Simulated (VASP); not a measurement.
# ScAl2 (Fd-3m) in VASP: a series of runs

The runs below take ScAl2 through single point, with PBEsol.

Everything below comes from runs of VASP 6.6.1. Logs are shortened: lines on timing, memory, paths and dates and some standing lists are left out, and cuts for length are marked.

## (1) The cell of the first run

The structure is cubic, space group Fd-3m (No. 227). The conventional cell has a = 6.532 Å, b = 6.532 Å, c = 6.532 Å, α = 90.00°, β = 90.00°, γ = 90.00°. Within 3.6 Å of Sc (site symmetry -43m) lie 12 Al at 2.71 Å and 4 Sc at 2.83 Å. Within 3.1 Å of Al (site symmetry -3m) lie 6 Al at 2.31 Å and 6 Sc at 2.71 Å.

## (2) Single point, PBEsol

INCAR

```
SYSTEM = ScAl2
ALGO = Fast
EDIFF = 1E-6
ENCUT = 520
GGA = PS
ISIF = 2
ISMEAR = 0
LASPH = .TRUE.
LCHARG = .TRUE.
LELF = .TRUE.
LREAL = .FALSE.
LVHAR = .TRUE.
LWAVE = .FALSE.
NBANDS = 26
NELM = 60
PREC = Accurate
SIGMA = 0.1
```

KPOINTS

```
k-points
0
G
  10 10 10
  0 0 0
```

POSCAR

```
ScAl2
1.0
    0.0000000000      3.2661191318      3.2661191318
    3.2661191318      0.0000000000      3.2661191318
    3.2661191318      3.2661191318      0.0000000000
Sc Al
2 4
Direct
    0.5000000000      0.5000000000      0.5000000000
    0.7500000000      0.7500000000      0.7500000000
    0.1250000000      0.1250000000      0.1250000000
    0.6250000000      0.1250000000      0.1250000000
    0.1250000000      0.6250000000      0.1250000000
    0.1250000000      0.1250000000      0.6250000000
```

Potentials or basis: VASP PAW PBE potentials, release 64 (Sc_sv, Al).

Run with:

```bash
cat potpaw_PBE.64/Sc_sv/POTCAR potpaw_PBE.64/Al/POTCAR > POTCAR
mpirun -np 1 vasp_std > vasp.out
```

OUTCAR:

```text
SYSTEM = ScAl2
   EDIFF = 1E-6
   ENCUT = 520
   GGA = PS
   ISIF = 2
   ISMEAR = 0
   LASPH = .TRUE.
   LREAL = .FALSE.
   NELM = 60
   PREC = Accurate

 ion  position               nearest neighbor table
   1  0.500  0.500  0.500-   3 2.71   5 2.71   6 2.71   3 2.71   4 2.71   6 2.71   3 2.71   4 2.71
                             5 2.71   4 2.71   5 2.71   6 2.71   2 2.83   2 2.83   2 2.83   2 2.83
   2  0.750  0.750  0.750-   4 2.71   5 2.71   6 2.71   3 2.71   4 2.71   5 2.71   3 2.71   4 2.71
                             6 2.71   3 2.71   5 2.71   6 2.71   1 2.83   1 2.83   1 2.83   1 2.83
   3  0.125  0.125  0.125-   4 2.31   5 2.31   6 2.31   6 2.31   5 2.31   4 2.31   1 2.71   2 2.71
                             1 2.71   2 2.71   1 2.71   2 2.71
   4  0.625  0.125  0.125-   3 2.31   6 2.31   5 2.31   3 2.31   5 2.31   6 2.31   2 2.71   1 2.71
                             1 2.71   2 2.71   2 2.71   1 2.71
   5  0.125  0.625  0.125-   3 2.31   6 2.31   3 2.31   4 2.31   6 2.31   4 2.31   2 2.71   1 2.71
                             2 2.71   2 2.71   1 2.71   1 2.71
   6  0.125  0.125  0.625-   3 2.31   3 2.31   4 2.31   5 2.31   5 2.31   4 2.31   1 2.71   2 2.71
                             1 2.71   2 2.71   1 2.71   2 2.71

  LATTYP: Found a face centered cubic cell.
 ALAT       =     6.5322382636

  Lattice vectors:

 A1 = (   0.0000000000,   3.2661191318,   3.2661191318)
 A2 = (   3.2661191318,   0.0000000000,   3.2661191318)
 A3 = (   3.2661191318,   3.2661191318,   0.0000000000)

Analysis of symmetry for initial positions (statically):
=====================================================================
 Subroutine PRICEL returns:
 Original cell was already a primitive cell.

 Routine SETGRP: Setting up the symmetry group for a
 face centered cubic supercell.

 Subroutine GETGRP returns: Found 48 space group operations
 (whereof 24 operations were pure point group operations)
 out of a pool of 48 trial point group operations.

The static configuration has the point symmetry T_d .
 The point group associated with its full space group is O_h .

Analysis of symmetry for dynamics (positions and initial velocities):
=====================================================================
 Subroutine PRICEL returns:
 Original cell was already a primitive cell.

 Routine SETGRP: Setting up the symmetry group for a
 face centered cubic supercell.

[... 115 lines left out ...]
   EDIFFG = 0.1E-04   stopping-criterion for IOM
   NSW    =      0    number of steps for IOM
   IBRION =     -1    ionic relax: 0-MD 1-quasi-New 2-CG
   NFREE  =      0    steps in history (QN), initial steepest desc. (CG)
   ISIF   =      2    stress and relaxation
   ISYM   =      2    0-nonsym 1-usesym 2-fastsym
   POTIM  = 0.5000    time-step for ionic-motion
   TEBEG  =    0.0;   TEEND  =   0.0 temperature during run
   PSTRESS=    0.0 pullay stress
   NELECT =      34.0000    total number of electrons
   NUPDOWN=      -1.0000    fix difference up-down
   EMIN   =  10.00;   EMAX   =-10.00  energy-range for DOS
   EFERMI =   0.00;   METHOD = LEGACY
   ISMEAR =     0;   SIGMA  =   0.10  broadening in eV -4-tet -1-fermi 0-gaus
   EFERMI_NEDOS =   21; number of points for ismear=-14 and -15
   IALGO  =     68    algorithm
   IMIX   =      4    mixing-type and parameters
     AMIX     =   0.40;   BMIX     =  1.00
     AMIX_MAG =   1.60;   BMIX_MAG =  1.00
  volume/ion in A,a.u.               =      11.61        78.37
  Fermi-wavevector in a.u.,A,eV,Ry     =   1.288821  2.435518 22.600071  1.661058
  Thomas-Fermi vector in A             =   2.420751
   LORBIT       =      0    0 simple, 1 ext, 2 COOP (PROOUT), +10 PAW based schemes
   GGA     = PS    functional components
   LHFCALC =     F    Hartree Fock is set to
   AEXX    =    0.0000 exact exchange contribution
   IVDW    =     0    specifies the selected vdW correction
   LEPSILON=     F    determine dielectric tensor
   LRPA    =     F    only Hartree local field effects (RPA)
 non-spin polarized calculation
 RMM-DIIS sequential band-by-band and
 Gauss-broadening in eV      SIGMA  =   0.10
  energy-cutoff  :      520.00
  volume of cell :       69.68
 maximum number of plane-waves:      1895
 NGX is ok and might be reduce to    36
   NGX = 17   NGY = 17   NGZ = 17

 number of electron      33.9999993 magnetization

 Free energy of the ion-electron system (eV)
  ---------------------------------------------------
  ext. energy  EPLUGINS =         0.00000000
  ---------------------------------------------------
  free energy    TOTEN  =       -25.07979604 eV

  energy without entropy =      -25.05841518  energy(sigma->0) =      -25.06910561

 E-fermi :  10.6452     XC(G=0): -12.2797

 val. band max:       10.6430385571   @ k =  -0.3000   0.4000   0.1000
 cond. band min:      10.6509073966   @ k =   0.5000   0.4000   0.0000
 fundamental gap:      0.0078688395
 Fermi energy:        10.6451685781

 k-point     1 :       0.0000    0.0000    0.0000
  band No.  band energies     occupation
      1     -37.0083      2.00000
      2     -36.7660      2.00000
      3     -16.0600      2.00000
      4     -16.0600      2.00000
      5     -16.0600      2.00000
      6     -15.6419      2.00000
[... 685 lines left out ...]
     25      16.2171      0.00000
     26      16.2192      0.00000

 [... further k-points ...]

------------------------ aborting loop because EDIFF is reached ----------------------------------------

  FORCE on cell =-STRESS in cart. coord.  units (eV):
  Direction    XX          YY          ZZ          XY          YZ          ZX
  --------------------------------------------------------------------------------------
  -------------------------------------------------------------------------------------
  Total       39.5555910     39.5555910     39.5555910     -0.0000000      0.0000000      0.0000000
  in kB      909.4784210    909.4784210    909.4784210     -0.0000000      0.0000000      0.0000000
  external PRESSURE =     909.4784210 kB  Pullay stress =       0.0000000 kB

 VOLUME and BASIS-vectors are now :
 -----------------------------------------------------------------------------
  energy-cutoff  :      520.00
  volume of cell :       69.68
      direct lattice vectors                 reciprocal lattice vectors
     0.000000000  3.266119132  3.266119132    -0.153086884  0.153086884  0.153086884
     3.266119132  0.000000000  3.266119132     0.153086884 -0.153086884  0.153086884
     3.266119132  3.266119132  0.000000000     0.153086884  0.153086884 -0.153086884

 POSITION                                       TOTAL-FORCE (eV/Angst)
 -----------------------------------------------------------------------------------
      3.26612      3.26612      3.26612         0.000000      0.000000      0.000000
      4.89918      4.89918      4.89918        -0.000000     -0.000000     -0.000000
      0.81653      0.81653      0.81653        -0.000000      0.000000     -0.000000
      0.81653      2.44959      2.44959        -0.000000      0.000000     -0.000000
      2.44959      0.81653      2.44959        -0.000000      0.000000     -0.000000
      2.44959      2.44959      0.81653        -0.000000     -0.000000     -0.000000
 -----------------------------------------------------------------------------------
    total drift:                                0.000000      0.000000      0.000000

  FREE ENERGIE OF THE ION-ELECTRON SYSTEM (eV)
  ---------------------------------------------------
  free  energy   TOTEN  =       -25.0797960405 eV

  energy  without entropy=      -25.0584151822  energy(sigma->0) =      -25.06910561
```

OSZICAR:

```text
N       E                     dE             d eps       ncg     rms          rms(c)
DAV:   1     0.405087864271E+03    0.40509E+03   -0.15027E+04  2452   0.132E+03
DAV:   2     0.340015032449E+00   -0.40475E+03   -0.39484E+03  2868   0.488E+02
DAV:   3    -0.275310241379E+02   -0.27871E+02   -0.26697E+02  3996   0.142E+02
DAV:   4    -0.282510588165E+02   -0.72003E+00   -0.71258E+00  3960   0.218E+01
[... 11 lines left out ...]
RMM:  16    -0.250799802372E+02    0.17962E-03   -0.82788E-05  3386   0.841E-02    0.273E-01
RMM:  17    -0.250798478935E+02    0.13234E-03   -0.27326E-04  3610   0.104E-01    0.203E-01
RMM:  18    -0.250798042203E+02    0.43673E-04   -0.12363E-04  3492   0.688E-02    0.970E-02
RMM:  19    -0.250797968058E+02    0.74145E-05   -0.25017E-05  3416   0.414E-02    0.363E-02
RMM:  20    -0.250797960405E+02    0.76529E-06   -0.53454E-06  2691   0.201E-02
   1 F= -.25079796E+02 E0= -.25069106E+02  d E =-.213809E-01
```

stdout:

```text
POSCAR found type information on POSCAR ScAl
 POSCAR found :  2 types and       6 ions
 scaLAPACK will be used
 -----------------------------------------------------------------------------
|                                                                             |
|                                                                             |
|     You enforced a specific xc type in the INCAR file but a different       |
|     I HOPE YOU KNOW WHAT YOU ARE DOING!                                     |
|                                                                             |
 -----------------------------------------------------------------------------

 LDA part: xc-table for (Slater+PW92), standard interpolation
 POSCAR, INCAR and KPOINTS ok, starting setup
 FFT: planning ... GRIDC
 FFT: planning ... GRID_SOFT
 FFT: planning ... GRID
 WAVECAR not read
 entering main loop
```

Wall time 96 s (1 thread of AMD EPYC 9R45 (Zen 5), shared host); peak memory 0.21 GiB.

Results:

```yaml
Free_energy: -25.0798 eV
Pressure: 90.9 GPa
Band_gap_on_the_k_mesh: zero (bands 17 and 18 overlap by 3.28 eV)
```

Levels at points of the mesh, in eV from the Fermi level:
| k point | band 15 | band 16 | band 17 | band 18 | band 19 | band 20 |
| --- | --- | --- | --- | --- | --- | --- |
| (0.00, 0.00, 0.00) | -2.56 | -2.50 | -2.50 | -2.50 | 1.06 | 3.60 |
| (0.50, 0.00, 0.00) | -2.04 | -0.45 | -0.12 | -0.12 | 2.22 | 2.22 |
| (0.50, 0.50, 0.00) | 0.10 | 0.10 | 0.78 | 0.78 | 0.91 | 0.91 |

Caveat: the cell stands under pressure; the PAW data sets were made with another functional, which shifts forces and pressure a little.

## (3) Single point, PBEsol

This run uses another cell than the first one, of 13.17 Å³/atom.

INCAR

```
SYSTEM = ScAl2
PREC = Accurate
ENCUT = 520
EDIFF = 1E-6
ISMEAR = 0
SIGMA = 0.1
LREAL = .FALSE.
LASPH = .TRUE.
NELM = 100
ALGO = Normal
ISIF = 2
LWAVE = .FALSE.
LCHARG = .FALSE.
GGA = PS
NBANDS = 26
```

KPOINTS

```
regular mesh
0
G
  10 10 10
  0 0 0
```

Changes to POSCAR since step 2:

```diff
@@ -2,5 +2,5 @@
 1.0
-    0.0000000000      3.2661191318      3.2661191318
-    3.2661191318      0.0000000000      3.2661191318
-    3.2661191318      3.2661191318      0.0000000000
+    0.0000000000      3.4055726552      3.4055726552
+    3.4055726552      0.0000000000      3.4055726552
+    3.4055726552      3.4055726552      0.0000000000
 Sc Al
```

Potentials or basis: VASP PAW PBE potentials, release 64 (Sc_sv, Al).

Run with:

```bash
cat potpaw_PBE.64/Sc_sv/POTCAR potpaw_PBE.64/Al/POTCAR > POTCAR
mpirun -np 1 vasp_std > vasp.out
```

Run time: 59 s. Hardware: 1 thread of AMD EPYC 9R45 (Zen 5), shared host; peak memory 0.21 GiB.

Results (log left out):

* Free energy: -29.0967 eV
* Pressure: 50.5 GPa
* Band gap on the k mesh: zero (bands 17 and 18 overlap by 3.04 eV)

Levels at points of the mesh, in eV from the Fermi level:
| k point | band 15 | band 16 | band 17 | band 18 | band 19 | band 20 |
| --- | --- | --- | --- | --- | --- | --- |
| (0.00, 0.00, 0.00) | -2.45 | -2.45 | -2.27 | -2.27 | 0.83 | 3.12 |
| (0.50, 0.00, 0.00) | -2.02 | -0.41 | -0.16 | -0.16 | 2.08 | 2.08 |
| (0.50, 0.50, 0.00) | 0.18 | 0.18 | 0.77 | 0.77 | 0.90 | 0.90 |

Caveat: the cell stands under pressure; the PAW data sets were made with another functional, which shifts forces and pressure a little.

## (4) Single point, PBEsol

This run uses another cell than the first one, of 14.74 Å³/atom.

INCAR

```
SYSTEM = ScAl2
ALGO = Fast
EDIFF = 1E-6
ENCUT = 520
GGA = PS
ISIF = 2
ISMEAR = 0
LASPH = .True.
LCHARG = .False.
LREAL = .False.
LWAVE = .False.
NBANDS = 26
NELM = 80
PREC = Accurate
SIGMA = 0.1
```

KPOINTS

```
k-points
0
Gamma
  10 10 10
  0 0 0
```

Changes to POSCAR since step 3:

```diff
@@ -2,5 +2,5 @@
 1.0
-    0.0000000000      3.4055726552      3.4055726552
-    3.4055726552      0.0000000000      3.4055726552
-    3.4055726552      3.4055726552      0.0000000000
+    0.0000000000      3.5363805588      3.5363805588
+    3.5363805588      0.0000000000      3.5363805588
+    3.5363805588      3.5363805588      0.0000000000
 Sc Al
```

Potentials or basis: VASP PAW PBE potentials, release 64 (Sc_sv, Al).

Run with:

```bash
cat potpaw_PBE.64/Sc_sv/POTCAR potpaw_PBE.64/Al/POTCAR > POTCAR
mpirun -np 1 vasp_std > vasp.out
```

OUTCAR:

```text
SYSTEM = ScAl2
   EDIFF = 1E-6
   ENCUT = 520
   GGA = PS
   ISIF = 2
   ISMEAR = 0
   LASPH = .True.
   LREAL = .False.
   NELM = 80
   PREC = Accurate

 ion  position               nearest neighbor table
   1  0.500  0.500  0.500-   3 2.93   5 2.93   6 2.93   3 2.93   4 2.93   6 2.93   3 2.93   4 2.93
                             5 2.93   4 2.93   5 2.93   6 2.93   2 3.06   2 3.06   2 3.06   2 3.06
   2  0.750  0.750  0.750-   3 2.93   3 2.93   4 2.93   6 2.93   3 2.93   5 2.93   6 2.93   6 2.93
                             4 2.93   4 2.93   5 2.93   5 2.93   1 3.06   1 3.06   1 3.06   1 3.06
   3  0.125  0.125  0.125-   4 2.50   5 2.50   6 2.50   6 2.50   5 2.50   4 2.50   1 2.93   2 2.93
                             1 2.93   2 2.93   1 2.93   2 2.93
   4  0.625  0.125  0.125-   3 2.50   6 2.50   5 2.50   3 2.50   5 2.50   6 2.50   2 2.93   1 2.93
                             2 2.93   1 2.93   1 2.93   2 2.93
   5  0.125  0.625  0.125-   3 2.50   6 2.50   3 2.50   4 2.50   6 2.50   4 2.50   1 2.93   2 2.93
                             2 2.93   1 2.93   1 2.93   2 2.93
   6  0.125  0.125  0.625-   3 2.50   3 2.50   4 2.50   5 2.50   5 2.50   4 2.50   1 2.93   2 2.93
                             1 2.93   2 2.93   1 2.93   2 2.93

[... 201 lines left out ...]

 k-point     1 :       0.0000    0.0000    0.0000
  band No.  band energies     occupation
      1     -40.2470      2.00000
      2     -40.1532      2.00000
      3     -19.1219      2.00000
      4     -19.1219      2.00000
      5     -19.1219      2.00000
      6     -18.9148      2.00000
[... 685 lines left out ...]
     25      12.4824      0.00000
     26      12.5109      0.00000

 [... further k-points ...]

------------------------ aborting loop because EDIFF is reached ----------------------------------------

  FORCE on cell =-STRESS in cart. coord.  units (eV):
  Direction    XX          YY          ZZ          XY          YZ          ZX
  --------------------------------------------------------------------------------------
  -------------------------------------------------------------------------------------
  Total       13.8952318     13.8952318     13.8952318      0.0000000      0.0000000     -0.0000000
  in kB      251.6919933    251.6919933    251.6919933      0.0000000      0.0000000     -0.0000000
  external PRESSURE =     251.6919933 kB  Pullay stress =       0.0000000 kB

 VOLUME and BASIS-vectors are now :
 -----------------------------------------------------------------------------
  energy-cutoff  :      520.00
  volume of cell :       88.45
      direct lattice vectors                 reciprocal lattice vectors
     0.000000000  3.536380559  3.536380559    -0.141387498  0.141387498  0.141387498
     3.536380559  0.000000000  3.536380559     0.141387498 -0.141387498  0.141387498
     3.536380559  3.536380559  0.000000000     0.141387498  0.141387498 -0.141387498

 POSITION                                       TOTAL-FORCE (eV/Angst)
 -----------------------------------------------------------------------------------
      3.53638      3.53638      3.53638        -0.000000     -0.000000     -0.000000
      5.30457      5.30457      5.30457         0.000000      0.000000      0.000000
      0.88410      0.88410      0.88410        -0.000000      0.000000      0.000000
      0.88410      2.65229      2.65229        -0.000000      0.000000      0.000000
      2.65229      0.88410      2.65229        -0.000000      0.000000      0.000000
      2.65229      2.65229      0.88410        -0.000000      0.000000      0.000000
 -----------------------------------------------------------------------------------
    total drift:                               -0.000000     -0.000000      0.000000

  FREE ENERGIE OF THE ION-ELECTRON SYSTEM (eV)
  ---------------------------------------------------
  free  energy   TOTEN  =       -31.2786229764 eV

  energy  without entropy=      -31.2608193500  energy(sigma->0) =      -31.26972116
```

Run time: 2.2 min. Hardware: 1 thread of AMD EPYC 9R45 (Zen 5), shared host; peak memory 0.26 GiB.

What came out:

| Property | Result |
| --- | --- |
| Free energy | -31.2786 eV |
| Pressure | 25.2 GPa |
| Band gap on the k mesh | zero (bands 17 and 18 overlap by 2.79 eV) |

Caveat: the cell stands under pressure; the PAW data sets were made with another functional, which shifts forces and pressure a little.

## (5) Summary

```csv
cell,gap on the mesh (eV),pressure (GPa)
"a = 4.619 Å, angles 60.0°, 6 atoms",none,90.9
"a = 4.816 Å, angles 60.0°, 6 atoms",none,50.5
"a = 5.001 Å, angles 60.0°, 6 atoms",none,25.2
```

Alike in all rows: task single point; level PBEsol; potentials or basis VASP PAW PBE potentials, release 64 (Sc_sv, Al); no spin polarisation; k mesh 10 × 10 × 10; cutoff (eV) 520; smearing gaussian 0.1 eV.

Caveats: the cell stands under pressure; the PAW data sets were made with another functional, which shifts forces and pressure a little.

Total energies depend on the potentials used, so only differences within one code and one set of settings carry meaning.

The gap in the log of VASP goes by the Fermi energy; the results here count the filled bands.